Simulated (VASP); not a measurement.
Set up this calculation in VASP 6.6.1, as the native input.

* Task: single point
* Functional: LDA
* Potentials or basis: VASP PAW LDA potentials, release 64 (S, W_sv)
* Cutoff: 520 eV
* k mesh: 6 × 6 × 2
* Occupations: gaussian, width 0.01 eV
* Spin: no spin polarisation
* Dipole correction: no
* Further INCAR settings: ALGO = Normal; EDIFF = 1e-06; NBANDS = 35

The structure of WS2 lies in POSCAR:

```
WS2
1.0
    3.1267168619      0.0000000000      0.0000000000
   -1.5633584310      2.7078162329      0.0000000000
    0.0000000000      0.0000000000     12.1541551996
S W
4 2
Direct
    0.3333333333      0.6666666667      0.1214685650
    0.3333333333      0.6666666667      0.3785314350
    0.6666666667      0.3333333333      0.6214685650
    0.6666666667      0.3333333333      0.8785314350
    0.6666666667      0.3333333333      0.2500000000
    0.3333333333      0.6666666667      0.7500000000
```

One way to write it, as run:

INCAR

```
PREC = Accurate ; ENCUT = 520
EDIFF = 1E-6 ; ISMEAR = 0
SIGMA = 0.01 ; LREAL = False
LASPH = True ; NELM = 100
ALGO = Normal ; ISIF = 2
LWAVE = False ; LCHARG = False
NBANDS = 35
```

KPOINTS

```
Automatic mesh
0
Gamma
  6 6 2
```

Potentials or basis: VASP PAW LDA potentials, release 64 (S, W_sv).

Launch:

```bash
$ cat potpaw_LDA.64/S/POTCAR potpaw_LDA.64/W_sv/POTCAR > POTCAR
$ mpirun -np 1 vasp_std > vasp.out
```

Results of the run:

The pressure is 0.4 GPa, the largest force is 0.048 eV/Å and the band gap on the k mesh is 0.85 eV, indirect (least direct gap 1.89 eV).

Caveat: spin-orbit coupling is left out, which moves the levels of the heavy elements.

Run time: 22 s on 1 thread of Intel(R) Xeon(R) 6975P-C (Granite Rapids), on a shared host, peak memory 0.19 GiB.
